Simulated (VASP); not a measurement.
Runs of VASP 6.6.1 on Si. Symmetry: P6_3/mmc, No. 194, hexagonal system. Conventional cell: a = 2.444 Å, b = 2.444 Å, c = 4.152 Å, α = 90.00°, β = 90.00°, γ = 120.00°. Within 3.2 Å of Si (site symmetry -6m2) lie 12 Si at 2.44 to 2.51 Å. 

| level | gap on the mesh (eV) | pressure (GPa) |
| --- | --- | --- |
| PBEsol | none | 46.3 |
| PBE | none | 49.3 |
| BLYP | none | 59.7 |
| revPBE | none | (a) |

Alike in all rows: task single point; potentials or basis VASP PAW PBE potentials, release 64 (Si); no spin polarisation; cell as given; k mesh 13 × 13 × 7; cutoff (eV) 520; smearing fermi-dirac 0.1 eV.

Fill in the values left out.

(a) 50.5.

Caveats: the PAW data sets were made with another functional, which shifts forces and pressure a little (some runs).

A gap of «none» marks levels without a gap at the run's occupations.
